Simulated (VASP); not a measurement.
Write the native input for VASP 6.6.1 that does the following.

```
Task                   : single point
Functional             : r2SCAN
Potentials or basis    : VASP PAW PBE potentials, release 64 (Nb_sv, P)
Cutoff                 : 550 eV
k mesh                 : 10 × 10 × 10
Occupations            : fermi-dirac, width 0.02 eV
Spin                   : no spin polarisation
Dipole correction      : no
Further INCAR settings : ALGO = Normal; EDIFF = 1e-06; NBANDS = 26
```

NbP:

```
CELL_PARAMETERS angstrom
-1.66918 1.66918 5.63401
1.66918 -1.66918 5.63401
1.66918 1.66918 -5.63401
ATOMIC_POSITIONS crystal
Nb 0.75023 0.75023 0.00000
Nb 0.50023 0.00023 0.50000
P 0.33240 0.33240 0.00000
P 0.08240 0.58240 0.50000
```

This cell differs from its parent crystal: uniaxial z strain -1.7%.

The input as run:

POSCAR

```
NbP
1.0
   -1.6691837430      1.6691837430      5.6340054983
    1.6691837430     -1.6691837430      5.6340054983
    1.6691837430      1.6691837430     -5.6340054983
Nb P
2 2
Direct
    0.7502289982      0.7502289982      0.0000000000
    0.5002289982      1.0002289982      0.5000000000
    0.3323995768      0.3323995768      0.0000000000
    0.0823995768      0.5823995768      0.5000000000
```

INCAR.step1

```
SYSTEM = NbP
PREC = Accurate
ENCUT = 550
ISMEAR = -1
SIGMA = 0.02
LREAL = .False.
LASPH = .True.
NELM = 120
NBANDS = 26
GGA = PE
ALGO = Normal
EDIFF = 1E-5
LWAVE = .True.
LCHARG = .False.
GGA_COMPAT = .False.
```

INCAR.step2

```
SYSTEM = NbP
PREC = Accurate
ENCUT = 550
EDIFF = 1E-6
ISMEAR = -1
SIGMA = 0.02
LREAL = .False.
LASPH = .True.
NELM = 120
ALGO = Normal
ISIF = 2
LWAVE = .False.
LCHARG = .False.
METAGGA = R2SCAN
LMIXTAU = .True.
NBANDS = 26
ISTART = 1
GGA_COMPAT = .False.
```

KPOINTS

```
regular mesh
0
Gamma
  10 10 10
  0 0 0
```

Potentials or basis: VASP PAW PBE potentials, release 64 (Nb_sv, P).

The run is started by

```sh
$ cat potpaw_PBE.64/Nb_sv/POTCAR potpaw_PBE.64/P/POTCAR > POTCAR
$ cp INCAR.step1 INCAR
$ mpirun -np 1 vasp_std > vasp.out
$ cp INCAR.step2 INCAR
$ mpirun -np 1 vasp_std > vasp.out
```

Results of the run:

```json
{"Pressure": "2.7 GPa", "Largest force": "0.003 eV/Å", "Band gap on the k mesh": "zero (bands 18 and 19 overlap by 0.08 eV)"}
```

Caveat: the cell differs from its parent crystal (uniaxial z strain -1.7%); the PAW data sets were made with another functional, which shifts forces and pressure a little.

It took 39 min on 1 thread of Intel Xeon 8259CL (shared host), peak memory 0.45 GiB.
